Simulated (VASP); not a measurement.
# Ag (Fd-3m) in VASP: single point with LDA

Aim: the single point of Ag with LDA.

Everything below comes from runs of VASP 6.6.1. Logs are shortened: lines on timing, memory, paths and dates and some standing lists are left out, and cuts for length are marked.

## (1) The cell of the first run

The structure is cubic, space group Fd-3m (No. 227). The conventional cell has a = 4.369 Å, b = 4.369 Å, c = 4.369 Å, α = 90.00°, β = 90.00°, γ = 90.00°. Ag (site symmetry -43m) has 4 Ag at 1.89 Å within 2.5 Å.

This isn't the form of Ag at room conditions, which is fcc.

## (2) Single point, LDA (10.43 Å³/atom)

POSCAR

```
Ag
1.0
    0.0000000000      2.1847326037      2.1847326037
    2.1847326037      0.0000000000      2.1847326037
    2.1847326037      2.1847326037      0.0000000000
Ag
2
Direct
   -0.1250000000     -0.1250000000     -0.1250000000
    0.1250000000      0.1250000000      0.1250000000
```

INCAR.step1

```
PREC = Accurate
ENCUT = 470
EDIFF = 1E-6
ISMEAR = -1
SIGMA = 0.05
LREAL = F
LASPH = T
NELM = 120
ALGO = Normal
ISIF = 2
LWAVE = F
LCHARG = T
LMAXMIX = 4
NBANDS = 26
GGA_COMPAT = F
NEDOS = 2001
LORBIT = 11
```

KPOINTS.step1

```
Automatic mesh
0
Gamma
  13 13 13
```

INCAR.step2

```
PREC = Accurate
ENCUT = 470
EDIFF = 1E-6
ISMEAR = -5
SIGMA = 0.05
LREAL = F
LASPH = T
NELM = 120
ALGO = Normal
ISIF = 2
LWAVE = F
LCHARG = F
LMAXMIX = 4
LORBIT = 10
NBANDS = 26
NEDOS = 2001
ICHARG = 11
GGA_COMPAT = F
```

KPOINTS.step2

```
Automatic mesh
0
Gamma
  20 20 20
```

Potentials or basis: VASP PAW LDA potentials, release 64 (Ag_sv_GW).

The run is started by

```
$ cat potpaw_LDA.64/Ag_sv_GW/POTCAR > POTCAR
$ cp INCAR.step1 INCAR
$ cp KPOINTS.step1 KPOINTS
$ mpirun -np 1 vasp_std > vasp.out
$ cp INCAR.step2 INCAR
$ cp KPOINTS.step2 KPOINTS
$ mpirun -np 1 vasp_std > vasp.out
```

OUTCAR:

```text
PREC = Accurate
   ENCUT = 470
   EDIFF = 1E-6
   ISMEAR = -5
   LREAL = F
   LASPH = T
   NELM = 120
   ISIF = 2
   LORBIT = 10
   ICHARG = 11

 ion  position               nearest neighbor table
   1  0.875  0.875  0.875-   2 1.89   2 1.89   2 1.89   2 1.89
   2  0.125  0.125  0.125-   1 1.89   1 1.89   1 1.89   1 1.89

  LATTYP: Found a face centered cubic cell.
 ALAT       =     4.3694652074

  Lattice vectors:

 A1 = (   0.0000000000,   2.1847326037,   2.1847326037)
 A2 = (   2.1847326037,   0.0000000000,   2.1847326037)
 A3 = (   2.1847326037,   2.1847326037,   0.0000000000)

Analysis of symmetry for initial positions (statically):
=====================================================================
 Subroutine PRICEL returns:
 Original cell was already a primitive cell.

 Routine SETGRP: Setting up the symmetry group for a
 face centered cubic supercell.

 Subroutine GETGRP returns: Found 48 space group operations
 (whereof 12 operations were pure point group operations)
 out of a pool of 48 trial point group operations.

The static configuration has the point symmetry D_3d.
 The point group associated with its full space group is O_h .

Analysis of symmetry for dynamics (positions and initial velocities):
=====================================================================
 Subroutine PRICEL returns:
 Original cell was already a primitive cell.

 Routine SETGRP: Setting up the symmetry group for a
 face centered cubic supercell.

 Subroutine GETGRP returns: Found 48 space group operations
 (whereof 12 operations were pure point group operations)
 out of a pool of 48 trial point group operations.

The dynamic configuration has the point symmetry D_3d.
 The point group associated with its full space group is O_h .

 Subroutine INISYM returns: Found 48 space group operations
 (whereof 12 operations are pure point group operations),
 and found     1 'primitive' translations

----------------------------------------------------------------------------------------

                                     Primitive cell

  volume of cell :      20.8557

  direct lattice vectors                    reciprocal lattice vectors
     0.000000000  2.184732604  2.184732604    -0.228860960  0.228860960  0.228860960
     2.184732604  0.000000000  2.184732604     0.228860960 -0.228860960  0.228860960
     2.184732604  2.184732604  0.000000000     0.228860960  0.228860960 -0.228860960

  length of vectors
[... 89 lines left out ...]
   NFREE  =      0    steps in history (QN), initial steepest desc. (CG)
   ISIF   =      2    stress and relaxation
   ISYM   =      2    0-nonsym 1-usesym 2-fastsym
   POTIM  = 0.5000    time-step for ionic-motion
   TEBEG  =    0.0;   TEEND  =   0.0 temperature during run
   PSTRESS=    0.0 pullay stress
   NELECT =      38.0000    total number of electrons
   NUPDOWN=      -1.0000    fix difference up-down
   EMIN   =  10.00;   EMAX   =-10.00  energy-range for DOS
   EFERMI =   0.00;   METHOD = LEGACY
   ISMEAR =    -5;   SIGMA  =   0.05  broadening in eV -4-tet -1-fermi 0-gaus
   EFERMI_NEDOS =   21; number of points for ismear=-14 and -15
   IALGO  =     38    algorithm
   IMIX   =      4    mixing-type and parameters
     AMIX     =   0.40;   BMIX     =  1.00
     AMIX_MAG =   1.60;   BMIX_MAG =  1.00
  volume/ion in A,a.u.               =      10.43        70.37
  Fermi-wavevector in a.u.,A,eV,Ry     =   1.999529  3.778562 54.397682  3.998117
  Thomas-Fermi vector in A             =   3.015211
   LORBIT       =     10    0 simple, 1 ext, 2 COOP (PROOUT), +10 PAW based schemes
   GGA     = CA    functional components
   LHFCALC =     F    Hartree Fock is set to
   AEXX    =    0.0000 exact exchange contribution
   IVDW    =     0    specifies the selected vdW correction
   LEPSILON=     F    determine dielectric tensor
   LRPA    =     F    only Hartree local field effects (RPA)
 non-spin polarized calculation
 Fermi weights with tetrahedron method with Bloechl corrections
  energy-cutoff  :      470.00
  volume of cell :       20.86
 maximum number of plane-waves:       531
 NGX is ok and might be reduce to    24

 number of electron      37.9999983 magnetization

 Free energy of the ion-electron system (eV)
  ---------------------------------------------------
  ext. energy  EPLUGINS =         0.00000000
  ---------------------------------------------------
  free energy    TOTEN  =        19.72714684 eV

  energy without entropy =       19.72714684  energy(sigma->0) =       19.72714684

 E-fermi :  16.6114     XC(G=0): -15.8534

 val. band max:       16.8531045801   @ k =   0.5000   0.5000   0.0000
 cond. band min:      16.5045015721   @ k =  -0.3500   0.3000   0.1500
 fundamental gap:     -0.3486030080
 Fermi energy:        16.6113713473

 k-point     1 :       0.0000    0.0000    0.0000
  band No.  band energies     occupation
      1     -79.8642      2.00000
      2     -77.8810      2.00000
      3     -44.2411      2.00000
      4     -44.2411      2.00000
      5     -44.2411      2.00000
      6     -41.7318      2.00000
[... 685 lines left out ...]
     25      32.9222      0.00000
     26      37.8748      0.00000

 [... further k-points ...]

------------------------ aborting loop because EDIFF is reached ----------------------------------------

  FORCE on cell =-STRESS in cart. coord.  units (eV):
  Direction    XX          YY          ZZ          XY          YZ          ZX
  --------------------------------------------------------------------------------------
  -------------------------------------------------------------------------------------
  Total       68.3046179     68.3046179     68.3046179      0.0000000      0.0000000      0.0000000
  in kB     5247.2986565   5247.2986565   5247.2986565      0.0000000      0.0000000      0.0000000
  external PRESSURE =    5247.2986565 kB  Pullay stress =       0.0000000 kB

 VOLUME and BASIS-vectors are now :
 -----------------------------------------------------------------------------
  energy-cutoff  :      470.00
  volume of cell :       20.86
      direct lattice vectors                 reciprocal lattice vectors
     0.000000000  2.184732604  2.184732604    -0.228860960  0.228860960  0.228860960
     2.184732604  0.000000000  2.184732604     0.228860960 -0.228860960  0.228860960
     2.184732604  2.184732604  0.000000000     0.228860960  0.228860960 -0.228860960

 POSITION                                       TOTAL-FORCE (eV/Angst)
 -----------------------------------------------------------------------------------
      3.82328      3.82328      3.82328         0.000000      0.000000     -0.000000
      0.54618      0.54618      0.54618        -0.000000     -0.000000      0.000000
 -----------------------------------------------------------------------------------
    total drift:                                0.000000      0.000000      0.000000

  FREE ENERGIE OF THE ION-ELECTRON SYSTEM (eV)
  ---------------------------------------------------
  free  energy   TOTEN  =        19.7271468367 eV

  energy  without entropy=       19.7271468367  energy(sigma->0) =       19.72714684

 total charge

# of ion       s       p       d       f       tot
--------------------------------------------------
    1        2.406   6.428   8.835   0.196  17.865
    2        2.406   6.428   8.835   0.196  17.865
--------------------------------------------------
tot          4.811  12.855  17.670   0.393  35.729
```

OUTCAR.step1:

```text
PREC = Accurate
   ENCUT = 470
   EDIFF = 1E-6
   ISMEAR = -1
   LREAL = F
   LASPH = T
   NELM = 120
   ISIF = 2
   LORBIT = 11

 ion  position               nearest neighbor table
   1  0.875  0.875  0.875-   2 1.89   2 1.89   2 1.89   2 1.89
[... 917 lines left out ...]

  FREE ENERGIE OF THE ION-ELECTRON SYSTEM (eV)
  ---------------------------------------------------
  free  energy   TOTEN  =        19.7252019185 eV

  energy  without entropy=       19.7301756391  energy(sigma->0) =       19.72768878

 total charge

# of ion       s       p       d       f       tot
--------------------------------------------------
    1        2.406   6.427   8.835   0.197  17.866
    2        2.406   6.427   8.835   0.197  17.866
--------------------------------------------------
tot          4.813  12.855  17.671   0.393  35.732
```

OSZICAR.step1:

```text
N       E                     dE             d eps       ncg     rms          rms(c)
DAV:   1     0.831046985058E+03    0.83105E+03   -0.23876E+04  4888   0.202E+03
DAV:   2     0.516370172893E+02   -0.77941E+03   -0.74647E+03  4370   0.917E+02
DAV:   3     0.188925954293E+02   -0.32744E+02   -0.31924E+02  6806   0.254E+02
DAV:   4     0.182841532812E+02   -0.60844E+00   -0.60754E+00  6664   0.296E+01
DAV:   5     0.182612533623E+02   -0.22900E-01   -0.22897E-01  7274   0.603E+00    0.171E+01
DAV:   6     0.194892535719E+02    0.12280E+01   -0.21881E+00  6444   0.253E+01    0.108E+01
DAV:   7     0.196956075792E+02    0.20635E+00   -0.21581E-01  5998   0.556E+00    0.509E+00
DAV:   8     0.197243709156E+02    0.28763E-01   -0.62665E-02  4908   0.491E+00    0.455E-01
DAV:   9     0.197251709012E+02    0.79999E-03   -0.46729E-03  6862   0.125E+00    0.820E-02
DAV:  10     0.197252006881E+02    0.29787E-04   -0.23458E-04  7378   0.231E-01    0.166E-02
DAV:  11     0.197252019256E+02    0.12375E-05   -0.83699E-06  6226   0.464E-02    0.188E-03
DAV:  12     0.197252019185E+02   -0.71150E-08   -0.34036E-07  2860   0.103E-02
   1 F= 0.19725202E+02 E0= 0.19727689E+02  d E =-.497372E-02
```

It took 2 min on 1 thread of AMD EPYC 7R13 (Zen 3), shared host; peak memory 0.21 GiB.

What came out:

```
Valence electrons inside the program's atomic spheres : Ag 17.86
```

Caveat: atoms lie so close that the PAW spheres overlap strongly, which falsifies energies and pressures.
